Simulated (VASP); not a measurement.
Write the native input for VASP 6.6.1 that does the following.

| Property | Result |
| --- | --- |
| Task | single point |
| Functional | RPBE |
| Potentials or basis | VASP PAW PBE potentials, release 64 (Re) |
| Cutoff | 520 eV |
| k mesh | 15 × 15 × 15 |
| Occupations | fermi-dirac, width 0.1 eV |
| Spin | no spin polarisation |
| Dipole correction | no |
| Further INCAR settings | ALGO = Normal; EDIFF = 1e-06; NBANDS = 10 |

The structure of Re lies in POSCAR:

```
Re
1.0
    0.0000000000      2.0403217650      2.0403217650
    2.0403217650      0.0000000000      2.0403217650
    2.0403217650      2.0403217650      0.0000000000
Re
1
Direct
    0.0000000000      0.0000000000      0.0000000000
```

This isn't the form of Re at room conditions, which is hcp.

The input as run:

INCAR

```
PREC = Accurate
ENCUT = 520
EDIFF = 1E-6
ISMEAR = -1
SIGMA = 0.1
LREAL = F
LASPH = T
NELM = 100
ALGO = Normal
ISIF = 2
LWAVE = F
LCHARG = T
GGA = RP
LELF = T
LVHAR = T
NBANDS = 10
```

KPOINTS

```
regular mesh
0
Gamma
  15 15 15
```

Potentials or basis: VASP PAW PBE potentials, release 64 (Re).

The run is started by

```sh
$ cat potpaw_PBE.64/Re/POTCAR > POTCAR
$ mpirun -np 1 vasp_std > vasp.out
```

Results of the run:

```
Pressure               : -31.6 GPa
Band gap on the k mesh : zero (an odd number of electrons rules out a gap without spin polarisation)
```

Caveat: the cell stands under tension; the PAW data sets were made with another functional, which shifts forces and pressure a little; spin-orbit coupling is left out, which moves the levels of the heavy elements.

Wall time 29 s on 1 thread of Intel Xeon 8259CL, on a shared host, peak memory 0.15 GiB.
